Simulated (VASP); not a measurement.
Wanted: the native input for a VASP 6.6.1 run.

```
Task                   : single point
Functional             : LDA
Potentials or basis    : VASP PAW LDA potentials, release 64 (Cs_sv, In_d, Ag, Cl)
Cutoff                 : 500 eV
k mesh                 : 4 × 4 × 4
Occupations            : gaussian, width 0.01 eV
Spin                   : no spin polarisation
Dipole correction      : no
Further INCAR settings : ALGO = Normal; EDIFF = 1e-06; NBANDS = 53
```

The structure of Cs2InAgCl6 lies in POSCAR:

```
Cs2InAgCl6
1.0
    0.0000000000      5.1905105253      5.1905105253
    5.1905105253      0.0000000000      5.1905105253
    5.1905105253      5.1905105253      0.0000000000
Cs In Ag Cl
2 1 1 6
Direct
    0.2500000000      0.2500000000      0.2500000000
    0.7500000000      0.7500000000      0.7500000000
    0.0000000000      0.0000000000      0.0000000000
    0.5000000000      0.5000000000      0.5000000000
    0.7602100000      0.2397900000      0.2397900000
    0.2397900000      0.7602100000      0.2397900000
    0.2397900000      0.7602100000      0.7602100000
    0.7602100000      0.2397900000      0.7602100000
    0.2397900000      0.2397900000      0.7602100000
    0.7602100000      0.7602100000      0.2397900000
```

One way to write it, as run:

INCAR

```
SYSTEM = Cs2InAgCl6
  ALGO = Normal
  EDIFF = 1E-6
  ENCUT = 500
  GGA_COMPAT = .FALSE.
  ISIF = 2
  ISMEAR = 0
  LASPH = .TRUE.
  LCHARG = .FALSE.
  LREAL = .FALSE.
  LWAVE = .FALSE.
  NBANDS = 53
  NELM = 120
  PREC = Accurate
  SIGMA = 0.01
```

KPOINTS

```
k-points
0
G
  4 4 4
  0 0 0
```

Potentials or basis: VASP PAW LDA potentials, release 64 (Cs_sv, In_d, Ag, Cl).

Launch:

```bash
$ cat potpaw_LDA.64/Cs_sv/POTCAR potpaw_LDA.64/In_d/POTCAR potpaw_LDA.64/Ag/POTCAR potpaw_LDA.64/Cl/POTCAR > POTCAR
$ mpirun -np 1 vasp_std > vasp.out
```

It gave:

```
Pressure               : -1.3 GPa
Largest force          : 0.435 eV/Å
Band gap on the k mesh : 0.97 eV
```

Caveat: spin-orbit coupling is left out, which moves the levels of the heavy elements.

It took 77 s on 1 thread of Intel(R) Xeon(R) 6975P-C (Granite Rapids) (shared host), peak memory 0.38 GiB.
